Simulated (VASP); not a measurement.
Write the native input for VASP 6.6.1 that does the following.

```yaml
Task: single point
Functional: PBE
Potentials_or_basis: VASP PAW PBE potentials, release 64 (B, N)
Cutoff: 600 eV
k_mesh: 3 × 3 × 3
Occupations: gaussian, width 0.01 eV
Spin: no spin polarisation
Dipole_correction: no
Further_INCAR_settings: ALGO = Normal; EDIFF = 1e-06; NBANDS = 11
```

The structure of BN lies in POSCAR:

```
BN
1.0
    0.0000000000      1.8080000000      1.8080000000
    1.8080000000      0.0000000000      1.8080000000
    1.8080000000      1.8080000000      0.0000000000
B N
1 1
Direct
    0.0000000000      0.0000000000      0.0000000000
    0.2500000000      0.2500000000      0.2500000000
```

These files were run (other wordings do the same):

INCAR

```
PREC     = Accurate       # precision mode
ENCUT    = 600            # plane-wave cutoff, eV
EDIFF    = 1E-6           # SCF threshold, eV
ISMEAR   = 0              # smearing method
SIGMA    = 0.01           # smearing width, eV
LREAL    = F              # projectors in reciprocal space
LASPH    = T              # aspherical terms in the spheres
NELM     = 120            # most SCF steps
ALGO     = Normal         # electronic algorithm
ISIF     = 2              # what is computed and relaxed
LWAVE    = F              # write WAVECAR
LCHARG   = F              # write CHGCAR
GGA      = PE             # functional
NBANDS   = 11             # bands
GGA_COMPAT= F
```

KPOINTS

```
Automatic mesh
0
Gamma
  3 3 3
```

Potentials or basis: VASP PAW PBE potentials, release 64 (B, N).

Launch:

```console
$ cat potpaw_PBE.64/B/POTCAR potpaw_PBE.64/N/POTCAR > POTCAR
$ mpirun -np 1 vasp_std > vasp.out
```

It gave:

```yaml
Pressure: 6.1 GPa
Band_gap_on_the_k_mesh: 5.60 eV, indirect (least direct gap 8.71 eV)
```

Caveat: the k points lie up to 1.00 Å⁻¹ apart.

Run time: 2.7 s on 1 thread of AMD EPYC 7R13, with other jobs on the host, peak memory 0.08 GiB.
